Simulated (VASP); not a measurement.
## Si47C48Se (a cell with a defect): single point with PBEsol

System: Si47C48Se (a cell with a defect).

```xyz
96
Lattice="9.2342 0.0000 0.0000 0.0000 10.6627 0.0000 0.0000 0.0000 10.0759" Properties=species:S:1:pos:R:3 pbc="T T T"
Si    9.2118   10.6496    5.0376
Si    3.0846   10.6578    5.0309
Si    1.5043    2.5961    5.0361
Si    9.1992    5.3231    5.0307
Si    6.1803    0.0168    5.0371
Si    4.6152    2.6276    5.0474
Si    1.5368    8.0425    5.0275
Si    7.6935    2.6724    5.0356
Si    6.1636    5.3497    5.0477
Si    4.6645    8.0599    5.0333
Si    7.7092    7.9883    5.0296
Si    9.2302    1.7699    2.5215
Si    3.0764    1.7710    2.5133
Si    1.4993    4.4068    2.4897
Si    0.0087    7.1066    2.5066
Si    6.1623    1.7782    2.5197
Si    4.6196    4.4385    2.4973
Si    3.0915    7.1621    2.4889
Si    1.5392    9.7747    2.5174
Si    7.6951    4.4432    2.5203
Si    6.1604    7.1103    2.5111
Si    4.6270    9.7788    2.5213
Si    7.6981    9.7697    2.5154
Si    1.5400    0.8718    7.5558
Si    0.0039    3.5465    7.5569
Si    4.6247    0.8767    7.5589
Si    3.0817    3.5153    7.5824
Si    1.5268    6.2279    7.5755
Si    0.0050    8.8818    7.5528
Si    7.7029    0.8891    7.5591
Si    6.1608    3.5499    7.5612
Si    4.6486    6.2339    7.5809
Si    3.0898    8.8840    7.5546
Si    7.7029    6.2182    7.5557
Si    6.1726    8.8904    7.5543
Si    0.0024   10.6573   10.0738
Si    3.0831   10.6551    0.0001
Si    1.5391    2.6450   10.0723
Si    9.2311    5.3292   10.0712
Si    6.1655   10.6623   10.0757
Si    4.6214    2.6545    0.0047
Si    3.0783    5.3288    0.0089
Si    1.5394    8.0004   10.0694
Si    7.6998    2.6645    0.0018
Si    6.1625    5.3300    0.0025
Si    4.6351    8.0049   10.0707
Si    7.7021    7.9942   10.0737
Se    3.0355    5.3471    5.0271
C     9.2337   10.6582    1.8834
C     3.0830   10.6568    1.8879
C     1.5379    2.6398    1.8700
C     9.2230    5.3342    1.8731
C     6.1642    0.0046    1.8860
C     4.6194    2.6600    1.8906
C     3.0639    5.3387    1.9251
C     1.5339    8.0050    1.8698
C     7.6981    2.6682    1.8897
C     6.1567    5.3308    1.8876
C     4.6424    8.0105    1.8674
C     7.7005    7.9947    1.8845
C     9.2331   10.6544    6.9251
C     3.0838   10.6567    6.9212
C     1.5391    2.6502    6.9271
C     0.0096    5.3264    6.9212
C     6.1682    0.0023    6.9252
C     4.6210    2.6552    6.9318
C     3.1009    5.3133    7.0560
C     1.5499    7.9914    6.9192
C     7.6980    2.6667    6.9250
C     6.1609    5.3293    6.9313
C     4.6327    8.0017    6.9249
C     7.7043    7.9901    6.9188
C     9.1980    1.7389    4.4140
C     3.0714    1.7683    4.4099
C     1.3336    4.2753    4.3342
C     0.0247    7.0994    4.4048
C     6.1641    1.7851    4.4129
C     4.6852    4.3902    4.3971
C     3.1225    7.3812    4.3262
C     1.5219    9.8038    4.4113
C     7.6652    4.4537    4.4145
C     6.1641    7.1145    4.4079
C     4.6516    9.8229    4.4135
C     7.6920    9.7547    4.4086
C     1.5434    0.8729    9.4446
C     0.0053    3.5501    9.4494
C     4.6227    0.8808    9.4513
C     3.0792    3.5413    9.4696
C     1.5400    6.2185    9.4592
C     0.0030    8.8819    9.4425
C     7.7019    0.8902    9.4509
C     6.1572    3.5516    9.4540
C     4.6251    6.2222    9.4684
C     3.0864    8.8797    9.4470
C     7.6979    6.2172    9.4446
C     6.1712    8.8890    9.4433
```

```yaml
Program: VASP 6.6.1
Task: single point
Functional: PBEsol
Potentials_or_basis: VASP PAW PBE potentials, release 64 (Si, Se, C)
Cutoff: 520 eV
k_mesh: 1 × 1 × 1
Occupations: fermi-dirac, width 0.05 eV
Spin: no spin polarisation
```

```json
{
 "Pressure": "2.2 GPa",
 "Largest force": "0.646 eV/Å",
 "Band gap on the k mesh": "0.64 eV"
}
```

Forces on the atoms (eV/Å):
```
Si   0.016 -0.080  0.072
Si  -0.037 -0.061  0.077
Si  -0.037 -0.194  0.139
Si  -0.039 -0.262 -0.076
Si   0.009 -0.105  0.085
Si   0.098 -0.003  0.023
Si  -0.068 -0.016  0.050
Si  -0.079  0.137  0.030
Si  -0.130 -0.198 -0.052
Si   0.128  0.009  0.130
Si  -0.014 -0.132  0.076
Si   0.012  0.079 -0.158
Si   0.048 -0.004 -0.203
Si  -0.080  0.206 -0.142
Si   0.022 -0.044 -0.155
Si  -0.040  0.130 -0.116
Si   0.142  0.100 -0.022
Si  -0.052  0.020 -0.175
Si   0.088  0.020 -0.160
Si  -0.063  0.039  0.000
Si   0.030 -0.057 -0.175
Si  -0.082  0.015 -0.196
Si  -0.006  0.062 -0.153
Si   0.002 -0.038 -0.056
Si  -0.024 -0.014 -0.085
Si   0.009 -0.036 -0.062
Si  -0.017 -0.093 -0.042
Si   0.051 -0.078 -0.044
Si  -0.015 -0.073 -0.059
Si  -0.021 -0.024 -0.049
Si   0.006 -0.037 -0.098
Si   0.002 -0.026 -0.036
Si  -0.017 -0.048 -0.076
Si   0.004 -0.065 -0.079
Si   0.016 -0.058 -0.061
Si   0.013  0.036  0.029
Si   0.003  0.076  0.075
Si   0.072  0.069  0.020
Si   0.008  0.082  0.110
Si  -0.005  0.053  0.036
Si  -0.065  0.060  0.087
Si   0.020  0.030 -0.017
Si  -0.047  0.046  0.042
Si  -0.009  0.076  0.058
Si   0.020  0.078  0.117
Si   0.040  0.036  0.004
Si   0.014  0.026  0.051
Se   0.250 -0.064  0.081
C   -0.008 -0.026 -0.007
C   -0.011 -0.024  0.022
C   -0.029 -0.023  0.030
C    0.087 -0.079 -0.021
C    0.003 -0.066 -0.006
C   -0.014 -0.059 -0.031
C    0.039 -0.082 -0.019
C    0.025 -0.016  0.023
C    0.011 -0.057 -0.034
C   -0.072 -0.055 -0.017
C   -0.048 -0.030  0.039
C    0.004 -0.066  0.007
C    0.029  0.053 -0.044
C    0.011  0.039 -0.058
C    0.048  0.051 -0.049
C    0.011  0.038 -0.055
C   -0.011  0.038 -0.036
C   -0.020  0.031 -0.042
C   -0.148  0.203  0.071
C    0.018  0.050 -0.049
C    0.017  0.000 -0.062
C    0.020  0.077 -0.055
C   -0.023  0.002 -0.044
C    0.016  0.063 -0.044
C    0.194  0.148  0.112
C   -0.005  0.141  0.069
C   -0.214  0.609 -0.007
C   -0.035  0.117  0.103
C   -0.105  0.096  0.107
C    0.330  0.122 -0.077
C   -0.365 -0.047  0.054
C    0.009  0.064  0.104
C    0.106 -0.079  0.035
C    0.083  0.048  0.110
C   -0.025 -0.016  0.131
C   -0.001  0.147  0.068
C   -0.025 -0.129  0.043
C   -0.001 -0.100  0.067
C    0.019 -0.129  0.051
C   -0.013 -0.110  0.100
C    0.012 -0.076  0.084
C    0.019 -0.087  0.076
C   -0.004 -0.082  0.087
C    0.007 -0.096  0.070
C   -0.055 -0.053  0.050
C   -0.003 -0.087  0.076
C   -0.037 -0.062  0.058
C   -0.023 -0.076  0.065
```

Stress tensor (GPa, compression positive):
```
 4.63  0.43  0.20
 0.43  1.15 -0.05
 0.20 -0.05  0.93
```

Levels at points of the mesh, in eV from the valence-band top:
| k point | band 191 | band 192 | band 193 | band 194 | band 195 | band 196 |
| --- | --- | --- | --- | --- | --- | --- |
| (0.00, 0.00, 0.00) | -1.33 | -1.32 | 0.00 | 0.64 | 0.99 | 1.26 |

Run time: 7.1 min on 1 thread of AMD EPYC 7R43 64-Core Processor (Zen 3) (shared host), peak memory 0.82 GiB.

Caveat: the k points lie up to 0.68 Å⁻¹ apart; the PAW data sets were made with another functional, which shifts forces and pressure a little.
